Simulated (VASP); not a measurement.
Input of a VASP 6.6.1 run:

Contents of INCAR:

```
ALGO = Normal ; EDIFF = 1E-7
EDIFFG = -0.01 ; ENCUT = 600
GGA = PE ; IBRION = 2
ISIF = 3 ; ISMEAR = -1
LASPH = T ; LCHARG = F
LREAL = F ; LWAVE = F
NELM = 80 ; NSW = 60
PREC = Accurate ; SIGMA = 0.05
```

File KPOINTS:

```
k-points
0
Gamma
  10 10 2
```

Contents of POSCAR:

```
WS2
1.0
    3.1835163552      0.0000000000      0.0000000000
   -1.5917581776      2.7570060369      0.0000000000
    0.0000000000      0.0000000000     16.9505778900
W S
1 2
Direct
    0.0000000000      0.0000000000      0.0000000000
    0.3333333333      0.6666666667      0.0920005100
    0.3333333333      0.6666666667      0.9079994900
```

Potentials or basis: VASP PAW PBE potentials, release 64 (W_sv, S).

Launch:

```bash
$ cat potpaw_PBE.64/W_sv/POTCAR potpaw_PBE.64/S/POTCAR > POTCAR
$ mpirun -np 1 vasp_std > vasp.out
```

Estimate the space group after relaxing (to 0.05 Å).

P-6m2 (No. 187).

Predict the relaxed cell.

a = 3.187 Å, b = 3.187 Å, c = 17.026 Å, α = 90.00°, β = 90.00°, γ = 120.00°.

Forces on the atoms (eV/Å):
```
W    0.000  0.000  0.000
S    0.000  0.000  0.005
S    0.000  0.000 -0.005
```
